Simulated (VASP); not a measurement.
Here is a VASP 6.6.1 calculation.

INCAR

```
SYSTEM = TaN
PREC = Accurate
ENCUT = 520
EDIFF = 1E-6
ISMEAR = 0
SIGMA = 0.15
LREAL = .FALSE.
LASPH = .TRUE.
NELM = 80
ALGO = Normal
ISIF = 2
LWAVE = .FALSE.
LCHARG = .FALSE.
GGA = PS
NBANDS = 24
```

The input KPOINTS:

```
regular mesh
0
G
  18 18 8
  0 0 0
```

File POSCAR:

```
TaN
1.0
    2.9168027856      0.0000000000      0.0000000000
   -1.4584013928      2.5260253102      0.0000000000
    0.0000000000      0.0000000000      6.3784643316
Ta N
2 2
Direct
    0.3333333333      0.6666666667      0.0301041378
    0.6666666667      0.3333333333      0.5301041378
    0.3333333333      0.6666666667      0.3548958622
    0.6666666667      0.3333333333      0.8548958622
```

Potentials or basis: VASP PAW PBE potentials, release 64 (Ta_pv, N).

Launch:

```console
$ cat potpaw_PBE.64/Ta_pv/POTCAR potpaw_PBE.64/N/POTCAR > POTCAR
$ mpirun -np 1 vasp_std > vasp.out
```

Problem. Estimate the pressure.

Solution. 23.3 GPa.

Problem. Estimate the band gap on the k mesh.

Solution. Zero (bands 16 and 17 overlap by 0.12 eV).

Problem. Predict the largest force.

Solution. 2.431 eV/Å.

Forces in eV/Å, atoms in the order of the input:
```
Ta   0.000  0.000  2.431
Ta   0.000  0.000  2.431
N    0.000  0.000 -2.431
N    0.000  0.000 -2.431
```

Caveat: the stress differs along the axes, from -9 to 39 GPa; the PAW data sets were made with another functional, which shifts forces and pressure a little; spin-orbit coupling is left out, which moves the levels of the heavy elements.
